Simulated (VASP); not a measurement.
Input of a VASP 6.6.1 run:

POSCAR

```
Sb
1.0
    0.0000000000      3.3456401209      3.3456401209
    3.3456401209      0.0000000000      3.3456401209
    3.3456401209      3.3456401209      0.0000000000
Sb
2
Direct
    0.0000000000      0.0000000000      0.0000000000
    0.2500000000      0.2500000000      0.2500000000
```

The input INCAR.step1:

```
SYSTEM = Sb
  PREC = Accurate
  ENCUT = 550
  ISMEAR = -1
  SIGMA = 0.1
  LREAL = .False.
  LASPH = .True.
  NELM = 120
  NBANDS = 12
  GGA = PE
  ALGO = Normal
  EDIFF = 1E-5
  LWAVE = .True.
  LCHARG = .False.
  GGA_COMPAT = .False.
```

Contents of INCAR.step2:

```
SYSTEM = Sb
  PREC = Accurate
  ENCUT = 550
  EDIFF = 1E-6
  ISMEAR = -1
  SIGMA = 0.1
  LREAL = .False.
  LASPH = .True.
  NELM = 120
  ALGO = Normal
  ISIF = 2
  LWAVE = .False.
  LCHARG = .True.
  METAGGA = R2SCAN
  LMIXTAU = .True.
  LELF = .True.
  LVHAR = .True.
  NBANDS = 12
  ISTART = 1
  GGA_COMPAT = .False.
```

Contents of KPOINTS:

```
Automatic mesh
0
Gamma
  6 6 6
  0 0 0
```

Potentials or basis: VASP PAW PBE potentials, release 64 (Sb).

Launch:

```console
$ cat potpaw_PBE.64/Sb/POTCAR > POTCAR
$ cp INCAR.step1 INCAR
$ mpirun -np 1 vasp_std > vasp.out
$ cp INCAR.step2 INCAR
$ mpirun -np 1 vasp_std > vasp.out
```

(1) Estimate the band gap on the k mesh.

(2) Predict the pressure.

Results:

(1) zero (bands 5 and 6 overlap by 1.08 eV).

(2) 5.1 GPa.

Caveat: the cell stands under pressure; the PAW data sets were made with another functional, which shifts forces and pressure a little; spin-orbit coupling is left out, which moves the levels of the heavy elements.
